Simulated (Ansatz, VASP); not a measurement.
## One calculation of ZrPbO4, two programs

File INCAR:

```
PREC = Accurate ; ENCUT = 600
EDIFF = 1E-6 ; ISMEAR = 0
SIGMA = 0.1 ; LREAL = False
LASPH = True ; NELM = 60
ALGO = Normal ; ISIF = 3
LWAVE = False ; LCHARG = False
GGA = PE ; IBRION = 2
NSW = 90 ; EDIFFG = -0.04
```

Contents of KPOINTS:

```
regular mesh
0
Gamma
  6 6 2
```

File POSCAR:

```
ZrPbO4
1.0
    3.7418525300      0.0000000000      0.0000000000
   -1.8709262600      3.2405393500      0.0000000000
    0.0000000000      0.0000000000      8.3613787300
Zr Pb O
1 1 4
Direct
    0.0000000000      0.0000000000      0.5000000000
    0.0000000000      0.0000000000      0.0000000000
    0.3333333300      0.6666666700      0.6368875700
    0.3333333300      0.6666666700      0.3631124300
    0.6666666700      0.3333333300      0.3631124300
    0.6666666700      0.3333333300      0.6368875700
```

Input for Ansatz:

```yaml
crystal:
  lattice:
    - [3.74185253, 0.0, 0.0]
    - [-1.87092626, 3.24053935, 0.0]
    - [0.0, 0.0, 8.36137873]
  atoms:
    - { symbol: Zr, position: [0.0, 0.0, 0.5] }
    - { symbol: Pb, position: [0.0, 0.0, 0.0] }
    - { symbol: O, position: [0.33333333, 0.66666667, 0.63688757] }
    - { symbol: O, position: [0.33333333, 0.66666667, 0.36311243] }
    - { symbol: O, position: [0.66666667, 0.33333333, 0.36311243] }
    - { symbol: O, position: [0.66666667, 0.33333333, 0.63688757] }
basis:
  ecutwfc: 420
kpoints:
  mp_grid: { grid: [6, 6, 2] }
hamiltonian:
  xc: pbe
scf:
  occupations: { method: gaussian, width: 0.1 }
  lower_state_search: "off"
output:
  forces: true
  stress: true
  eigenvalues: true
relax:
  adjacent_minimum: "off"
  f_tol: 0.04
  max_steps: 70
  cell: { stress_tol: 0.4 }
```

Alike in both runs: task relaxation of cell and atoms; functional PBE; k mesh 6 × 6 × 2; occupations gaussian, width 0.1 eV; no spin polarisation.

|  | VASP | Ansatz |
| --- | --- | --- |
| version | VASP 6.6.1 | Ansatz 0.2.0 |
| potentials or method | VASP PAW PBE potentials, release 64 (Zr_sv, Pb_d, O), cutoff 600 eV | scalar-relativistic, plane waves, PAW |
| valence electrons in the cell | 50 | 50 |

|  | VASP | Ansatz | Ansatz less VASP |
| --- | --- | --- | --- |
| gap on the k mesh at the Fermi level, each at its own relaxed structure (eV) | none | none | - |
| relaxed volume (Å³/atom) | 12.11 | 12.11 | +0.005 |
| relaxed length of the cell vector where the two differ most in proportion (Å) | 6.265 | 6.267 | +0.0019 |

A gap of «none» marks a metal or a gap that the smearing closes.

The k mesh is coarse, so the values compare programs but aren't converged. Spin-orbit coupling is off throughout. Noted on VASP's run: the volume moved by over 15 % at a fixed basis, so the end points are rough.
